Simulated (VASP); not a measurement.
# YAl2N3 in VASP: further runs, part 2 of 3

VASP 6.6.1.

## Step 3: Single point, PBE

INCAR

```
  PREC = Accurate
  ENCUT = 520
  EDIFF = 1E-6
  ISMEAR = 0
  SIGMA = 0.1
  LREAL = False
  LASPH = True
  NELM = 60
  ALGO = Normal
  ISIF = 2
  LWAVE = False
  LCHARG = False
  GGA = PE
  NBANDS = 25
```

KPOINTS

```
regular mesh
0
Gamma
  6 6 4
```

POSCAR

```
YAl2N3
1.0
    2.4975465395     -2.5131862862      0.0000000000
    2.4975465395      2.5131862862      0.0000000000
    0.0000000000      0.0000000000      5.8643249186
Y Al N
1 2 3
Direct
    0.5000000000      0.5000000000      0.0000000000
    0.0000000000      0.0000000000      0.3155490323
    0.0000000000      0.0000000000      0.6844509677
    0.0000000000      0.5000000000      0.5000000000
    0.5000000000      0.0000000000      0.5000000000
    0.0000000000      0.0000000000      0.0000000000
```

Potentials or basis: VASP PAW PBE potentials, release 64 (Y_sv, Al, N).

The run is started by

```sh
$ cat potpaw_PBE.64/Y_sv/POTCAR potpaw_PBE.64/Al/POTCAR potpaw_PBE.64/N/POTCAR > POTCAR
$ mpirun -np 1 vasp_std > vasp.out
```

OUTCAR:

```text
PREC = Accurate
   ENCUT = 520
   EDIFF = 1E-6
   ISMEAR = 0
   LREAL = False
   LASPH = True
   NELM = 60
   ISIF = 2
   GGA = PE

 ion  position               nearest neighbor table
   1  0.500  0.500  0.000-   6 2.50   6 2.50   6 2.51   6 2.51   2 3.11   2 3.11   3 3.11   3 3.11
                             3 3.12   2 3.12   2 3.12   3 3.12
   2  0.000  0.000  0.316-   6 1.85   5 2.08   4 2.08   4 2.08   5 2.08   3 2.16   1 3.11   1 3.11
                             1 3.12   1 3.12
   3  0.000  0.000  0.684-   6 1.85   5 2.08   4 2.08   4 2.08   5 2.08   2 2.16   1 3.11   1 3.11
                             1 3.12   1 3.12
   4  0.000  0.500  0.500-   2 2.08   3 2.08   2 2.08   3 2.08
   5  0.500  0.000  0.500-   2 2.08   3 2.08   2 2.08   3 2.08
   6  0.000  0.000  0.000-   2 1.85   3 1.85   1 2.50   1 2.50   1 2.51   1 2.51

  LATTYP: Found a base centered orthorhombic cell.
 ALAT       =     4.9950930790
 B/A-ratio  =     1.0062620442
 C/A-ratio  =     1.1740171456

  Lattice vectors:

 A1 = (   2.4975465395,  -2.5131862862,   0.0000000000)
 A2 = (   2.4975465395,   2.5131862862,   0.0000000000)
 A3 = (   0.0000000000,   0.0000000000,   5.8643249186)

Analysis of symmetry for initial positions (statically):
=====================================================================
 Subroutine PRICEL returns:
 Original cell was already a primitive cell.

 Routine SETGRP: Setting up the symmetry group for a
 base centered orthorhombic supercell.

 Subroutine GETGRP returns: Found  8 space group operations
 (whereof  8 operations were pure point group operations)
 out of a pool of  8 trial point group operations.

The static configuration has the point symmetry D_2h.

Analysis of symmetry for dynamics (positions and initial velocities):
=====================================================================
 Subroutine PRICEL returns:
 Original cell was already a primitive cell.

 Routine SETGRP: Setting up the symmetry group for a
 base centered orthorhombic supercell.

 Subroutine GETGRP returns: Found  8 space group operations
 (whereof  8 operations were pure point group operations)
 out of a pool of  8 trial point group operations.

The dynamic configuration has the point symmetry D_2h.

 Subroutine INISYM returns: Found  8 space group operations
 (whereof  8 operations are pure point group operations),
 and found     1 'primitive' translations

----------------------------------------------------------------------------------------

                                     Primitive cell

  volume of cell :      73.6184

  direct lattice vectors                    reciprocal lattice vectors
     2.497546540 -2.513186286  0.000000000     0.200196470 -0.198950632  0.000000000
     2.497546540  2.513186286  0.000000000     0.200196470  0.198950632  0.000000000
     0.000000000  0.000000000  5.864324919     0.000000000  0.000000000  0.170522612

  length of vectors
     3.543140419  3.543140419  5.864324919     0.282240997  0.282240997  0.170522612

  position of ions in fractional coordinates (direct lattice)
     0.500000000  0.500000000  0.000000000
     0.000000000  0.000000000  0.315549032
     0.000000000  0.000000000  0.684450968
     1.000000000  0.500000000  0.500000000
[... 41 lines left out ...]
  0.166667  0.000000  0.000000      4.000000
  0.333333  0.000000  0.000000      4.000000
  0.500000  0.000000  0.000000      2.000000
  0.166667  0.166667  0.000000      2.000000
  0.333333  0.166667  0.000000      4.000000
[... 16 lines left out ...]
  0.333333  0.333333  0.250000      4.000000
  0.500000  0.333333  0.250000      8.000000
 [... further k-points ...]
   k-points           NKPTS =     39   k-points in BZ     NKDIM =     39   number of bands    NBANDS=     25
   number of dos      NEDOS =    301   number of ions     NIONS =      6
   total plane-waves  NPLWV =  37632
   dimension x,y,z NGX =    28 NGY =   28 NGZ =   48
   dimension x,y,z NGXF=    56 NGYF=   56 NGZF=   96
   ions per type =               1   2   3
   NGX,Y,Z   is equivalent  to a cutoff of  13.14, 13.14, 13.61 a.u.
   NGXF,Y,Z  is equivalent  to a cutoff of  26.28, 26.28, 27.21 a.u.
 SYSTEM =  unknown system
   PREC   = accura    normal or accurate (medium, high low for compatibility)
   ISTART =      0    job   : 0-new  1-cont  2-samecut
   ICHARG =      2    charge: 1-file 2-atom 10-const
   ISPIN  =      1    spin polarized calculation?
   LNONCOLLINEAR =      F non collinear calculations
   LSORBIT =      F    spin-orbit coupling
   LASPH  =      T    aspherical Exc in radial PAW
   ENCUT  =  520.0 eV  38.22 Ry    6.18 a.u.   6.59  6.59 10.90*2*pi/ulx,y,z
   NELM   =     60;   NELMIN=  2; NELMDL= -5     # of ELM steps
   EDIFF  = 0.1E-05   stopping-criterion for ELM
   LREAL  =      F    real-space projection
   EDIFFG = 0.1E-04   stopping-criterion for IOM
   NSW    =      0    number of steps for IOM
   IBRION =     -1    ionic relax: 0-MD 1-quasi-New 2-CG
   NFREE  =      0    steps in history (QN), initial steepest desc. (CG)
   ISIF   =      2    stress and relaxation
   ISYM   =      2    0-nonsym 1-usesym 2-fastsym
   POTIM  = 0.5000    time-step for ionic-motion
   TEBEG  =    0.0;   TEEND  =   0.0 temperature during run
   PSTRESS=    0.0 pullay stress
   NELECT =      32.0000    total number of electrons
   NUPDOWN=      -1.0000    fix difference up-down
   EMIN   =  10.00;   EMAX   =-10.00  energy-range for DOS
   EFERMI =   0.00;   METHOD = LEGACY
   ISMEAR =     0;   SIGMA  =   0.10  broadening in eV -4-tet -1-fermi 0-gaus
   EFERMI_NEDOS =   21; number of points for ismear=-14 and -15
   IALGO  =     38    algorithm
   IMIX   =      4    mixing-type and parameters
     AMIX     =   0.40;   BMIX     =  1.00
     AMIX_MAG =   1.60;   BMIX_MAG =  1.00
  volume/ion in A,a.u.               =      12.27        82.80
  Fermi-wavevector in a.u.,A,eV,Ry     =   1.240117  2.343482 20.924272  1.537891
  Thomas-Fermi vector in A             =   2.374572
   LORBIT       =      0    0 simple, 1 ext, 2 COOP (PROOUT), +10 PAW based schemes
   GGA     = PE    functional components
   LHFCALC =     F    Hartree Fock is set to
   AEXX    =    0.0000 exact exchange contribution
   IVDW    =     0    specifies the selected vdW correction
   LEPSILON=     F    determine dielectric tensor
   LRPA    =     F    only Hartree local field effects (RPA)
 non-spin polarized calculation
 Gauss-broadening in eV      SIGMA  =   0.10
  energy-cutoff  :      520.00
  volume of cell :       73.62
 maximum number of plane-waves:      2013
 NGX is ok and might be reduce to    28
   NGX = 13   NGY = 13   NGZ = 21

 number of electron      32.0000006 magnetization

 Free energy of the ion-electron system (eV)
  ---------------------------------------------------
  ext. energy  EPLUGINS =         0.00000000
  ---------------------------------------------------
  free energy    TOTEN  =       -39.69188972 eV

  energy without entropy =      -39.67460082  energy(sigma->0) =      -39.68324527

 E-fermi :   7.5991     XC(G=0): -10.9993

 val. band max:        7.5814098883   @ k =   0.0000   0.0000   0.5000
 cond. band min:       7.6153162817   @ k =   0.0000   0.0000   0.2500
 fundamental gap:      0.0339063934
 Fermi energy:         7.5990864746

 k-point     1 :       0.0000    0.0000    0.0000
  band No.  band energies     occupation
      1     -35.9996      2.00000
      2     -16.1696      2.00000
      3     -15.8788      2.00000
      4     -15.8737      2.00000
      5      -9.7316      2.00000
      6      -8.6111      2.00000
[... 661 lines left out ...]
     24      13.1441      0.00000
     25      13.6247      0.00000

 [... further k-points ...]

------------------------ aborting loop because EDIFF is reached ----------------------------------------

  FORCE on cell =-STRESS in cart. coord.  units (eV):
  Direction    XX          YY          ZZ          XY          YZ          ZX
  --------------------------------------------------------------------------------------
  -------------------------------------------------------------------------------------
  Total        0.0196177     -0.0080090     -0.0066728      0.0000000      0.0000000      0.0000000
  in kB        0.4269444     -0.1743023     -0.1452219      0.0000000      0.0000000      0.0000000
  external PRESSURE =       0.0358067 kB  Pullay stress =       0.0000000 kB

 VOLUME and BASIS-vectors are now :
 -----------------------------------------------------------------------------
  energy-cutoff  :      520.00
  volume of cell :       73.62
      direct lattice vectors                 reciprocal lattice vectors
     2.497546540 -2.513186286  0.000000000     0.200196470 -0.198950632  0.000000000
     2.497546540  2.513186286  0.000000000     0.200196470  0.198950632  0.000000000
     0.000000000  0.000000000  5.864324919     0.000000000  0.000000000  0.170522612

 POSITION                                       TOTAL-FORCE (eV/Angst)
 -----------------------------------------------------------------------------------
      2.49755      0.00000      0.00000         0.000000      0.000000      0.000000
      0.00000      0.00000      1.85048        -0.000000     -0.000000     -0.015929
      0.00000      0.00000      4.01384        -0.000000     -0.000000      0.015929
      1.24877      1.25659      2.93216         0.000000     -0.000000      0.000000
      1.24877     -1.25659      2.93216         0.000000     -0.000000      0.000000
      0.00000      0.00000      0.00000         0.000000     -0.000000      0.000000
 -----------------------------------------------------------------------------------
    total drift:                                0.000000      0.000000      0.000000

  FREE ENERGIE OF THE ION-ELECTRON SYSTEM (eV)
  ---------------------------------------------------
  free  energy   TOTEN  =       -39.6918897224 eV

  energy  without entropy=      -39.6746008176  energy(sigma->0) =      -39.68324527
```

Wall time 63 s (1 thread of Intel Xeon Platinum 8259CL at 2.50GHz (Skylake/Cascade Lake), shared host); peak memory 0.24 GiB.

What came out:

- Free energy: -39.6919 eV
- Pressure: 0.0 GPa
- Largest force: 0.016 eV/Å
- Band gap on the k mesh: zero (band 16 reaches 8.55 eV, above the bottom of band 17 at 6.93 eV)

Forces on the atoms (eV/Å):
```
Y    0.000  0.000  0.000
Al   0.000  0.000 -0.016
Al   0.000  0.000  0.016
N    0.000  0.000  0.000
N    0.000  0.000  0.000
N    0.000  0.000  0.000
```

## Step 4: Single point, PBE

INCAR

```
SYSTEM = YAl2N3
  PREC = Accurate
  ENCUT = 520
  EDIFF = 1E-6
  ISMEAR = 0
  SIGMA = 0.1
  LREAL = .False.
  LASPH = .True.
  NELM = 60
  ALGO = Normal
  ISIF = 2
  LWAVE = .False.
  LCHARG = .False.
  GGA = PE
  NBANDS = 25
```

KPOINTS

```
regular mesh
0
Gamma
  10 10 6
  0 0 0
```

POSCAR

```
YAl2N3
1.0
    3.5478028203      0.0000000000      0.0000000000
    0.0000000000      3.5478028203      0.0000000000
    0.0000000000      0.0000000000      5.8537050020
Y Al N
1 2 3
Direct
    0.5000000000      0.5000000000      0.0000000000
    0.0000000000      0.0000000000      0.3154554510
    0.0000000000      0.0000000000      0.6845445490
    0.0000000000      0.5000000000      0.5000000000
    0.5000000000      0.0000000000      0.5000000000
    0.0000000000      0.0000000000      0.0000000000
```

Potentials or basis: VASP PAW PBE potentials, release 64 (Y_sv, Al, N).

The run is started by

```sh
$ cat potpaw_PBE.64/Y_sv/POTCAR potpaw_PBE.64/Al/POTCAR potpaw_PBE.64/N/POTCAR > POTCAR
$ mpirun -np 1 vasp_std > vasp.out
```

OUTCAR:

```text
SYSTEM = YAl2N3
   PREC = Accurate
   ENCUT = 520
   EDIFF = 1E-6
   ISMEAR = 0
   LREAL = .False.
   LASPH = .True.
   NELM = 60
   ISIF = 2
   GGA = PE

 ion  position               nearest neighbor table
   1  0.500  0.500  0.000-   6 2.51   6 2.51   6 2.51   6 2.51   3 3.12   3 3.12   2 3.12   3 3.12
                             2 3.12   2 3.12   3 3.12   2 3.12
   2  0.000  0.000  0.315-   6 1.85   5 2.08   4 2.08   4 2.08   5 2.08   3 2.16   1 3.12   1 3.12
                             1 3.12   1 3.12
   3  0.000  0.000  0.685-   6 1.85   5 2.08   4 2.08   4 2.08   5 2.08   2 2.16   1 3.12   1 3.12
                             1 3.12   1 3.12
   4  0.000  0.500  0.500-   2 2.08   3 2.08   2 2.08   3 2.08
   5  0.500  0.000  0.500-   2 2.08   3 2.08   2 2.08   3 2.08
   6  0.000  0.000  0.000-   2 1.85   3 1.85   1 2.51   1 2.51   1 2.51   1 2.51

  LATTYP: Found a simple tetragonal cell.
 ALAT       =     3.5478028203
 C/A-ratio  =     1.6499521813

  Lattice vectors:

 A1 = (   3.5478028203,   0.0000000000,   0.0000000000)
 A2 = (   0.0000000000,   3.5478028203,   0.0000000000)
 A3 = (   0.0000000000,   0.0000000000,   5.8537050020)

Analysis of symmetry for initial positions (statically):
=====================================================================
 Subroutine PRICEL returns:
 Original cell was already a primitive cell.

 Routine SETGRP: Setting up the symmetry group for a
 simple tetragonal supercell.

 Subroutine GETGRP returns: Found 16 space group operations
 (whereof 16 operations were pure point group operations)
 out of a pool of 16 trial point group operations.

The static configuration has the point symmetry D_4h.

Analysis of symmetry for dynamics (positions and initial velocities):
=====================================================================
 Subroutine PRICEL returns:
 Original cell was already a primitive cell.

 Routine SETGRP: Setting up the symmetry group for a
 simple tetragonal supercell.

 Subroutine GETGRP returns: Found 16 space group operations
 (whereof 16 operations were pure point group operations)
[... 129 lines left out ...]
     AMIX     =   0.40;   BMIX     =  1.00
     AMIX_MAG =   1.60;   BMIX_MAG =  1.00
  volume/ion in A,a.u.               =      12.28        82.87
  Fermi-wavevector in a.u.,A,eV,Ry     =   1.239771  2.342828 20.912600  1.537033
  Thomas-Fermi vector in A             =   2.374240
   LORBIT       =      0    0 simple, 1 ext, 2 COOP (PROOUT), +10 PAW based schemes
   GGA     = PE    functional components
   LHFCALC =     F    Hartree Fock is set to
   AEXX    =    0.0000 exact exchange contribution
   IVDW    =     0    specifies the selected vdW correction
   LEPSILON=     F    determine dielectric tensor
   LRPA    =     F    only Hartree local field effects (RPA)
 non-spin polarized calculation
 Gauss-broadening in eV      SIGMA  =   0.10
  energy-cutoff  :      520.00
  volume of cell :       73.68
 maximum number of plane-waves:      2029
 NGX is ok and might be reduce to    28
   NGX = 13   NGY = 13   NGZ = 21

 number of electron      32.0000005 magnetization

 Free energy of the ion-electron system (eV)
  ---------------------------------------------------
  ext. energy  EPLUGINS =         0.00000000
  ---------------------------------------------------
  free energy    TOTEN  =       -39.73198637 eV

  energy without entropy =      -39.71941219  energy(sigma->0) =      -39.72569928

 E-fermi :   7.6190     XC(G=0): -10.9959

 val. band max:        7.6188484071   @ k =   0.2000   0.0000   0.3333
 cond. band min:       7.6202344629   @ k =   0.0000   0.0000   0.3333
 fundamental gap:      0.0013860558
 Fermi energy:         7.6189980128

 k-point     1 :       0.0000    0.0000    0.0000
  band No.  band energies     occupation
      1     -36.0364      2.00000
      2     -16.2029      2.00000
      3     -15.9113      2.00000
      4     -15.9113      2.00000
      5      -9.7332      2.00000
      6      -8.6095      2.00000
[... 661 lines left out ...]
     24      12.2932      0.00000
     25      13.7988      0.00000

 [... further k-points ...]
[... 5 lines left out ...]
  --------------------------------------------------------------------------------------
  -------------------------------------------------------------------------------------
  Total       -0.0567751     -0.0567751     -0.0822924      0.0000000      0.0000000      0.0000000
  in kB       -1.2345777     -1.2345777     -1.7894530      0.0000000      0.0000000      0.0000000
  external PRESSURE =      -1.4195361 kB  Pullay stress =       0.0000000 kB

 VOLUME and BASIS-vectors are now :
 -----------------------------------------------------------------------------
  energy-cutoff  :      520.00
  volume of cell :       73.68
      direct lattice vectors                 reciprocal lattice vectors
     3.547802820  0.000000000  0.000000000     0.281864594  0.000000000  0.000000000
     0.000000000  3.547802820  0.000000000     0.000000000  0.281864594  0.000000000
     0.000000000  0.000000000  5.853705002     0.000000000  0.000000000  0.170831977

 POSITION                                       TOTAL-FORCE (eV/Angst)
 -----------------------------------------------------------------------------------
      1.77390      1.77390      0.00000        -0.000000      0.000000      0.000000
      0.00000      0.00000      1.84658         0.000000     -0.000000     -0.012618
      0.00000      0.00000      4.00712        -0.000000     -0.000000      0.012618
      0.00000      1.77390      2.92685        -0.000000      0.000000      0.000000
      1.77390      0.00000      2.92685        -0.000000      0.000000      0.000000
      0.00000      0.00000      0.00000        -0.000000      0.000000      0.000000
 -----------------------------------------------------------------------------------
    total drift:                                0.000000      0.000000      0.000000

  FREE ENERGIE OF THE ION-ELECTRON SYSTEM (eV)
  ---------------------------------------------------
  free  energy   TOTEN  =       -39.7319863722 eV

  energy  without entropy=      -39.7194121853  energy(sigma->0) =      -39.72569928
```

OSZICAR:

```text
N       E                     dE             d eps       ncg     rms          rms(c)
DAV:   1     0.132805116926E+03    0.13281E+03   -0.15191E+04  4200   0.121E+03
DAV:   2    -0.373914600671E+02   -0.17020E+03   -0.15692E+03  5582   0.265E+02
DAV:   3    -0.484529202908E+02   -0.11061E+02   -0.10884E+02  6492   0.599E+01
DAV:   4    -0.487775339593E+02   -0.32461E+00   -0.32417E+00  5613   0.842E+00
DAV:   5    -0.487816062933E+02   -0.40723E-02   -0.40713E-02  5762   0.877E-01    0.231E+01
DAV:   6    -0.416032421321E+02    0.71784E+01   -0.29065E+01  5181   0.311E+01    0.258E+01
DAV:   7    -0.399551077303E+02    0.16481E+01   -0.66175E+00  5282   0.130E+01    0.181E+01
DAV:   8    -0.398611706693E+02    0.93937E-01   -0.74592E-01  5281   0.592E+00    0.110E+01
DAV:   9    -0.397533640279E+02    0.10781E+00   -0.64252E-01  5306   0.435E+00    0.167E+00
DAV:  10    -0.397354650844E+02    0.17899E-01   -0.75686E-02  5189   0.149E+00    0.616E-01
DAV:  11    -0.397333783436E+02    0.20867E-02   -0.29092E-02  5070   0.916E-01    0.384E-01
DAV:  12    -0.397320949532E+02    0.12834E-02   -0.32604E-03  4959   0.345E-01    0.134E-01
DAV:  13    -0.397319978271E+02    0.97126E-04   -0.11948E-03  5339   0.181E-01    0.730E-02
DAV:  14    -0.397319898767E+02    0.79505E-05   -0.17839E-04  4949   0.733E-02    0.163E-02
DAV:  15    -0.397319863081E+02    0.35685E-05   -0.14853E-05  5061   0.212E-02    0.663E-03
DAV:  16    -0.397319863722E+02   -0.64027E-07   -0.93797E-07  3671   0.668E-03
   1 F= -.39731986E+02 E0= -.39725699E+02  d E =-.125742E-01
```

stdout:

```text
POSCAR found type information on POSCAR Y AlN
 POSCAR found :  3 types and       6 ions
 scaLAPACK will be used
 LDA part: xc-table for (Slater+PW92), standard interpolation
 POSCAR, INCAR and KPOINTS ok, starting setup
 FFT: planning ... GRIDC
 FFT: planning ... GRID_SOFT
 FFT: planning ... GRID
 WAVECAR not read
 entering main loop
```

Run time: 2.1 min. Hardware: 1 thread of Intel Xeon Platinum 8259CL at 2.50GHz (Skylake/Cascade Lake), shared host; peak memory 0.3 GiB.

What came out:

- Free energy: -39.7320 eV
- Pressure: -0.1 GPa
- Largest force: 0.013 eV/Å
- Band gap on the k mesh: zero (band 16 reaches 8.45 eV, above the bottom of band 17 at 6.79 eV)

Forces in eV/Å, atoms in the order of the input:
```
Y    0.000  0.000  0.000
Al   0.000  0.000 -0.013
Al   0.000  0.000  0.013
N    0.000  0.000  0.000
N    0.000  0.000  0.000
N    0.000  0.000  0.000
```

(Continued in part 3 of 3.)
